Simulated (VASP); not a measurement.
# GaN (Cm) in VASP: further runs

The runs below take GaN through single point, with r2SCAN.

Everything below comes from runs of VASP 6.6.1. Logs are shortened: lines on timing, memory, paths and dates and some standing lists are left out, and cuts for length are marked.

**1. The cell of the first run**

Symmetry: Cm, No. 8, monoclinic system. The conventional cell has a = 5.508 Å, b = 3.180 Å, c = 5.166 Å, α = 90.00°, β = 90.00°, γ = 90.00°. Ga (site symmetry m) has 4 N at 1.86 to 2.03 Å within 2.5 Å. Within 2.5 Å of Ga (site symmetry m) lie 4 N at 1.86 to 2.00 Å. N (site symmetry m) has 4 Ga at 1.86 to 2.00 Å within 2.5 Å. Within 2.5 Å of N (site symmetry m) lie 4 Ga at 1.86 to 2.03 Å.

**2. Single point, r2SCAN**

Input file POSCAR:

```
GaN
1.0
    3.1799996605      0.0000000000      0.0000000000
   -1.5899998303      2.7539604900      0.0000000000
    0.0000000000      0.0000000000      5.1660000000
Ga N
2 2
Direct
    0.3333333333      0.6666666667      0.0000000000
    0.6666666667      0.3333333333      0.5000000000
    0.3122963361      0.6561481681      0.3592222521
    0.6456296694      0.3228148347      0.8592222521
```

Input file INCAR.step1:

```
SYSTEM = GaN
  PREC = Accurate
  ENCUT = 520
  ISMEAR = 0
  SIGMA = 0.05
  LREAL = .FALSE.
  LASPH = .TRUE.
  NELM = 80
  NBANDS = 26
  GGA = PE
  ALGO = Normal
  EDIFF = 1E-4
  LWAVE = .TRUE.
  LCHARG = .FALSE.
```

Input file INCAR.step2:

```
SYSTEM = GaN
  PREC = Accurate
  ENCUT = 520
  EDIFF = 1E-6
  ISMEAR = 0
  SIGMA = 0.05
  LREAL = .FALSE.
  LASPH = .TRUE.
  NELM = 80
  ALGO = Normal
  ISIF = 2
  LWAVE = .FALSE.
  LCHARG = .TRUE.
  METAGGA = R2SCAN
  LMIXTAU = .TRUE.
  LELF = .TRUE.
  LVHAR = .TRUE.
  NBANDS = 26
  ISTART = 1
```

Input file KPOINTS:

```
regular mesh
0
G
  12 12 6
  0 0 0
```

Potentials or basis: VASP PAW PBE potentials, release 64 (Ga_d, N).

The run is started by

```sh
cat potpaw_PBE.64/Ga_d/POTCAR potpaw_PBE.64/N/POTCAR > POTCAR
cp INCAR.step1 INCAR
mpirun -np 1 vasp_std > vasp.out
cp INCAR.step2 INCAR
mpirun -np 1 vasp_std > vasp.out
```

OUTCAR:

```text
SYSTEM = GaN
   PREC = Accurate
   ENCUT = 520
   EDIFF = 1E-6
   ISMEAR = 0
   LREAL = .FALSE.
   LASPH = .TRUE.
   NELM = 80
   ISIF = 2
   METAGGA = R2SCAN
   ISTART = 1

 ion  position               nearest neighbor table
   1  0.333  0.667  0.000-   3 1.86   4 1.95   4 1.95   4 2.03
   2  0.667  0.333  0.500-   4 1.86   3 1.92   3 2.00   3 2.00
   3  0.312  0.656  0.359-   1 1.86   2 1.92   2 2.00   2 2.00
   4  0.646  0.323  0.859-   2 1.86   1 1.95   1 1.95   1 2.03

  LATTYP: Found a hexagonal cell.
 ALAT       =     3.1799996605
 C/A-ratio  =     1.6245284753

  Lattice vectors:

 A1 = (   3.1799996605,   0.0000000000,   0.0000000000)
 A2 = (  -1.5899998303,   2.7539604900,   0.0000000000)
 A3 = (   0.0000000000,   0.0000000000,   5.1660000000)

Analysis of symmetry for initial positions (statically):
=====================================================================
 Subroutine PRICEL returns:
 Original cell was already a primitive cell.

 Routine SETGRP: Setting up the symmetry group for a
 hexagonal supercell.

 Subroutine GETGRP returns: Found  2 space group operations
 (whereof  2 operations were pure point group operations)
 out of a pool of 24 trial point group operations.

The static configuration has the point symmetry C_1h.

Analysis of symmetry for dynamics (positions and initial velocities):
=====================================================================
 Subroutine PRICEL returns:
 Original cell was already a primitive cell.

 Routine SETGRP: Setting up the symmetry group for a
 hexagonal supercell.

 Subroutine GETGRP returns: Found  2 space group operations
 (whereof  2 operations were pure point group operations)
 out of a pool of 24 trial point group operations.

The dynamic configuration has the point symmetry C_1h.

 Subroutine INISYM returns: Found  2 space group operations
 (whereof  2 operations are pure point group operations),
 and found     1 'primitive' translations

----------------------------------------------------------------------------------------

                                     Primitive cell

  volume of cell :      45.2417

  direct lattice vectors                    reciprocal lattice vectors
     3.179999661  0.000000000  0.000000000     0.314465442  0.181556708  0.000000000
    -1.589999830  2.753960490  0.000000000     0.000000000  0.363113416  0.000000000
     0.000000000  0.000000000  5.166000000     0.000000000  0.000000000  0.193573364

  length of vectors
[... 85 lines left out ...]
   NELM   =     80;   NELMIN=  2; NELMDL=  0     # of ELM steps
   EDIFF  = 0.1E-05   stopping-criterion for ELM
   LREAL  =      F    real-space projection
   EDIFFG = 0.1E-04   stopping-criterion for IOM
   NSW    =      0    number of steps for IOM
   IBRION =     -1    ionic relax: 0-MD 1-quasi-New 2-CG
   NFREE  =      0    steps in history (QN), initial steepest desc. (CG)
   ISIF   =      2    stress and relaxation
   ISYM   =      2    0-nonsym 1-usesym 2-fastsym
   POTIM  = 0.5000    time-step for ionic-motion
   TEBEG  =    0.0;   TEEND  =   0.0 temperature during run
   PSTRESS=    0.0 pullay stress
   NELECT =      36.0000    total number of electrons
   NUPDOWN=      -1.0000    fix difference up-down
   EMIN   =  10.00;   EMAX   =-10.00  energy-range for DOS
   EFERMI =   0.00;   METHOD = LEGACY
   ISMEAR =     0;   SIGMA  =   0.05  broadening in eV -4-tet -1-fermi 0-gaus
   EFERMI_NEDOS =   21; number of points for ismear=-14 and -15
   IALGO  =     38    algorithm
   IMIX   =      4    mixing-type and parameters
     AMIX     =   0.40;   BMIX     =  1.00
     AMIX_MAG =   1.60;   BMIX_MAG =  1.00
  volume/ion in A,a.u.               =      11.31        76.33
  Fermi-wavevector in a.u.,A,eV,Ry     =   1.517036  2.866783 31.312431  2.301399
  Thomas-Fermi vector in A             =   2.626346
   LORBIT       =      0    0 simple, 1 ext, 2 COOP (PROOUT), +10 PAW based schemes
   METAGGA = R2SCAN    functional components
   LHFCALC =     F    Hartree Fock is set to
   AEXX    =    0.0000 exact exchange contribution
   IVDW    =     0    specifies the selected vdW correction
   LEPSILON=     F    determine dielectric tensor
   LRPA    =     F    only Hartree local field effects (RPA)
 non-spin polarized calculation
 Gauss-broadening in eV      SIGMA  =   0.05
  energy-cutoff  :      520.00
  volume of cell :       45.24
 maximum number of plane-waves:      1236
   NGX = 11   NGY = 11   NGZ = 19

 number of electron      35.9999999 magnetization

 Free energy of the ion-electron system (eV)
  ---------------------------------------------------
  ext. energy  EPLUGINS =         0.00000000
  ---------------------------------------------------
  free energy    TOTEN  =       -43.65587380 eV

  energy without entropy =      -43.65587380  energy(sigma->0) =      -43.65587380

 E-fermi :   5.5341     XC(G=0): -12.6947

 val. band max:        5.2687424393   @ k =   0.0000   0.0000   0.0000
 cond. band min:       7.5277494166   @ k =   0.0000   0.0000   0.0000
 fundamental gap:      2.2590069772
 Fermi energy:         5.5341295192

 k-point     1 :       0.0000    0.0000    0.0000
  band No.  band energies     occupation
      1     -11.7378      2.00000
      2     -10.6642      2.00000
      3      -8.7261      2.00000
      4      -8.6584      2.00000
      5      -8.6463      2.00000
      6      -8.5806      2.00000
[... 685 lines left out ...]
     25      17.8092      0.00000
     26      19.5473      0.00000

 [... further k-points ...]

------------------------ aborting loop because EDIFF is reached ----------------------------------------

  FORCE on cell =-STRESS in cart. coord.  units (eV):
  Direction    XX          YY          ZZ          XY          YZ          ZX
  --------------------------------------------------------------------------------------
  -------------------------------------------------------------------------------------
  Total       -0.2907592     -0.3479084      3.5704307      0.0494927     -0.3525183     -0.6105401
  in kB      -10.2968599    -12.3207258    126.4421898      1.7527192    -12.4839807    -21.6214876
  external PRESSURE =      34.6082014 kB  Pullay stress =       0.0000000 kB

 VOLUME and BASIS-vectors are now :
 -----------------------------------------------------------------------------
  energy-cutoff  :      520.00
  volume of cell :       45.24
      direct lattice vectors                 reciprocal lattice vectors
     3.179999661  0.000000000  0.000000000     0.314465442  0.181556708  0.000000000
    -1.589999830  2.753960490  0.000000000     0.000000000  0.363113416  0.000000000
     0.000000000  0.000000000  5.166000000     0.000000000  0.000000000  0.193573364

 POSITION                                       TOTAL-FORCE (eV/Angst)
 -----------------------------------------------------------------------------------
     -0.00000      1.83597      0.00000        -0.474698     -0.274067     -1.420902
      1.59000      0.91799      2.58300        -0.580558     -0.335186     -1.415270
     -0.05017      1.80701      1.85574         0.584005      0.337175      1.415006
      1.53983      0.88902      4.43874         0.471252      0.272077      1.421166
 -----------------------------------------------------------------------------------
    total drift:                               -0.004044     -0.002330     -0.005596

  FREE ENERGIE OF THE ION-ELECTRON SYSTEM (eV)
  ---------------------------------------------------
  free  energy   TOTEN  =       -43.6558737998 eV

  energy  without entropy=      -43.6558737998  energy(sigma->0) =      -43.65587380
```

OSZICAR.step1:

```text
N       E                     dE             d eps       ncg     rms          rms(c)
DAV:   1     0.276421772586E+03    0.27642E+03   -0.17667E+04 13956   0.259E+03
DAV:   2     0.695884341175E+01   -0.26946E+03   -0.25436E+03 13712   0.484E+02
DAV:   3    -0.271034001989E+02   -0.34062E+02   -0.33589E+02 14962   0.141E+02
DAV:   4    -0.282165971260E+02   -0.11132E+01   -0.11086E+01 14914   0.275E+01
DAV:   5    -0.282402121649E+02   -0.23615E-01   -0.23586E-01 15602   0.386E+00    0.111E+01
DAV:   6    -0.240478771537E+02    0.41923E+01   -0.10139E+01 20794   0.502E+01    0.307E+00
DAV:   7    -0.241517918009E+02   -0.10391E+00   -0.14982E+00 13378   0.918E+00    0.274E+00
DAV:   8    -0.241459581600E+02    0.58336E-02   -0.14759E-01 20814   0.526E+00    0.764E-01
DAV:   9    -0.241316236172E+02    0.14335E-01   -0.48991E-02 20826   0.378E+00    0.331E-01
DAV:  10    -0.241322313741E+02   -0.60776E-03   -0.41090E-03 13252   0.442E-01    0.618E-02
DAV:  11    -0.241321765091E+02    0.54865E-04   -0.46453E-04 15692   0.403E-01
   1 F= -.24132177E+02 E0= -.24132177E+02  d E =-.197668E-15
```

It took 30 min on 1 thread of Oxide Virtual Turin-like, shared host; peak memory 0.32 GiB.

What came out:

| Property | Result |
| --- | --- |
| Free energy | -43.6559 eV |
| Pressure | 3.5 GPa |
| Largest force | 1.567 eV/Å |
| Band gap on the k mesh | 2.26 eV |

Forces in eV/Å, atoms in the order of the input:
```
Ga  -0.475 -0.274 -1.421
Ga  -0.581 -0.335 -1.415
N    0.584  0.337  1.415
N    0.471  0.272  1.421
```

Stress tensor (GPa, compression positive):
```
-1.03  0.18 -2.16
 0.18 -1.23 -1.25
-2.16 -1.25 12.64
```

Levels at points of the mesh, in eV from the valence-band top:
```tsv
k point	band 14	band 15	band 16	band 17	band 18	band 19	band 20	band 21	band 22	band 23
(0.00, 0.00, 0.00)	-1.22	-1.21	-0.38	-0.01	0.00	2.26	4.89	9.82	10.50	10.51
(0.50, 0.00, 0.00)	-5.28	-4.67	-2.92	-2.65	-0.90	5.52	6.02	6.35	9.27	10.48
(0.00, 0.50, 0.00)	-5.28	-4.68	-2.90	-2.66	-0.89	5.51	6.00	6.35	9.27	10.49
(0.00, 0.00, 0.50)	-4.25	-0.76	-0.76	-0.50	-0.50	4.68	4.68	9.26	9.27	10.81
(0.50, 0.00, 0.50)	-6.65	-2.24	-2.23	-2.06	-1.94	4.65	4.78	8.40	8.63	10.70
(0.00, 0.50, 0.50)	-6.72	-2.30	-2.29	-1.96	-1.91	4.67	4.74	8.44	8.55	10.72
```

Caveat: the cell differs from its parent crystal (all N atoms moved +0.100 Å, as atom 3 towards its neighbour atom 4 (N) at 3.169 Å); the stress differs along the axes, from -1 to 13 GPa; the PAW data sets were made with another functional, which shifts forces and pressure a little.

**3. Single point, r2SCAN**

POSCAR, as its differences from that of step 2:

```diff
@@ -10,3 +10,3 @@
     0.6666666667      0.3333333333      0.5000000000
-    0.3122963361      0.6561481681      0.3592222521
-    0.6456296694      0.3228148347      0.8592222521
+    0.3491110813      0.6745555406      0.3868333109
+    0.6824444146      0.3412222073      0.8868333109
```

Input file INCAR.step1:

```
  ALGO = Normal
  EDIFF = 1E-4
  ENCUT = 520
  GGA = PE
  ISMEAR = 0
  LASPH = T
  LCHARG = F
  LREAL = F
  LWAVE = T
  NBANDS = 26
  NELM = 100
  PREC = Accurate
  SIGMA = 0.05
```

Input file INCAR.step2:

```
  ALGO = Normal
  EDIFF = 1E-6
  ENCUT = 520
  ISIF = 2
  ISMEAR = 0
  ISTART = 1
  LASPH = T
  LCHARG = F
  LMIXTAU = T
  LREAL = F
  LWAVE = F
  METAGGA = R2SCAN
  NBANDS = 26
  NELM = 100
  PREC = Accurate
  SIGMA = 0.05
```

Input file KPOINTS:

```
k-points
0
Gamma
  12 12 6
```

Potentials or basis: VASP PAW PBE potentials, release 64 (Ga_d, N).

The run is started by

```sh
cat potpaw_PBE.64/Ga_d/POTCAR potpaw_PBE.64/N/POTCAR > POTCAR
cp INCAR.step1 INCAR
mpirun -np 1 vasp_std > vasp.out
cp INCAR.step2 INCAR
mpirun -np 1 vasp_std > vasp.out
```

Wall time 27 min (1 thread of Oxide Virtual Turin-like, shared host); peak memory 0.32 GiB.

It converged, with:

```yaml
Free_energy: -43.7613 eV
Pressure: 2.7 GPa
Largest_force: 0.920 eV/Å
Band_gap_on_the_k_mesh: 2.32 eV
```

Forces in eV/Å, atoms in the order of the input:
```
Ga   0.615  0.355  0.582
Ga   0.530  0.306  0.580
N   -0.529 -0.305 -0.580
N   -0.617 -0.356 -0.583
```

Stress tensor (GPa, compression positive):
```
 4.37  0.13  1.55
 0.13  4.22  0.89
 1.55  0.89 -0.57
```

Levels at points of the mesh, in eV from the valence-band top:
| k point | band 15 | band 16 | band 17 | band 18 | band 19 | band 20 | band 21 | band 22 |
| --- | --- | --- | --- | --- | --- | --- | --- | --- |
| (0.00, 0.00, 0.00) | -1.18 | -0.14 | -0.13 | 0.00 | 2.32 | 4.65 | 9.96 | 10.50 |
| (0.50, 0.00, 0.00) | -4.25 | -2.99 | -2.18 | -1.26 | 5.45 | 6.09 | 6.55 | 9.32 |
| (0.00, 0.50, 0.00) | -4.26 | -2.98 | -2.18 | -1.24 | 5.45 | 6.08 | 6.55 | 9.32 |
| (0.00, 0.00, 0.50) | -0.77 | -0.77 | -0.55 | -0.55 | 4.71 | 4.71 | 9.05 | 9.06 |
| (0.50, 0.00, 0.50) | -2.24 | -2.14 | -1.95 | -1.90 | 4.81 | 4.94 | 8.16 | 8.35 |
| (0.00, 0.50, 0.50) | -2.23 | -2.19 | -1.91 | -1.89 | 4.84 | 4.91 | 8.20 | 8.29 |

Caveat: the cell differs from its parent crystal (all N atoms moved -0.075 Å, as atom 3 towards its neighbour atom 4 (N) at 3.169 Å); the PAW data sets were made with another functional, which shifts forces and pressure a little.

(Part 1 of 2 ends here.)
